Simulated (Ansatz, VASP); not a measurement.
# Two plane-wave programs on SnO2

```xyz
6
Lattice="4.7498 0.0000 0.0000 0.0000 4.7498 0.0000 0.0000 0.0000 3.3450" Properties=species:S:1:pos:R:3 pbc="T T T"
Sn    0.0000    0.0000    0.0000
Sn    2.3749    2.3749    1.6725
O     1.4563    1.4563    0.0000
O     0.9186    3.8312    1.6725
O     3.2935    3.2935    0.0000
O     3.8312    0.9186    1.6725
```

Alike in both runs: task single point; functional PBE; k mesh 6 × 6 × 10; occupations gaussian, width 0.05 eV; no spin polarisation.

```csv
,VASP,Ansatz
version,VASP 6.6.1,Ansatz 0.2.0
potentials or method,"VASP PAW PBE potentials, release 64 (Sn_d, O), cutoff 520 eV","scalar-relativistic, plane waves, PAW"
valence electrons in the cell,52,52
```

Ansatz gave:

- gap on the k mesh at the Fermi level (eV): 0.52
- least direct gap on the mesh (eV): 0.52
- pressure (GPa): -1.4
- traceless stress, the component that is largest in VASP (GPa): -6.03
- rms of the force components (eV/Å): 0.043

Which values does VASP return?

gap on the k mesh at the Fermi level (eV): 0.51; least direct gap on the mesh (eV): 0.51; pressure (GPa): -0.9; traceless stress, the component that is largest in VASP (GPa): -5.90; rms of the force components (eV/Å): 0.042.

Atom by atom the forces differ by 0.001 eV/Å (rms over components). The functional is the same, so the differences come from potentials, cutoffs and numerics.
